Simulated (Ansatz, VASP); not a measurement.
**InSb3: VASP beside Ansatz**

```
CELL_PARAMETERS angstrom
0.00000 3.79455 3.79455
3.79455 0.00000 3.79455
3.79455 3.79455 0.00000
ATOMIC_POSITIONS crystal
Sb 0.50000 0.50000 0.50000
Sb 0.75000 0.75000 0.75000
Sb 0.25000 0.25000 0.25000
In 0.00000 0.00000 0.00000
```

Alike in both runs: functional PBE; k mesh 6 × 6 × 6; occupations fermi-dirac, width 0.05 eV; no spin polarisation.

```csv
,VASP,Ansatz
version,VASP 6.6.1,Ansatz 0.2.0
potentials or method,"VASP PAW PBE potentials, release 64 (Sb, In_d)",Ansatz PAW
plane-wave cutoff (eV),520,420
valence electrons in the cell,28,58
task,single point,band structure
```

|  | VASP | Ansatz | Ansatz less VASP |
| --- | --- | --- | --- |
| gap on the k mesh at the Fermi level (eV) | none | none | - |
| pressure (GPa) | -0.3 | -0.2 | +0.10 |

A gap of «none» marks a metal or a gap that the smearing closes. With one functional, cell and mesh, what is left measures potentials, basis and numerics. VASP's potentials hold 28 valence electrons a cell and Ansatz's 58, so a difference there can come from the potentials and not from the codes.

Spin-orbit coupling is off throughout.
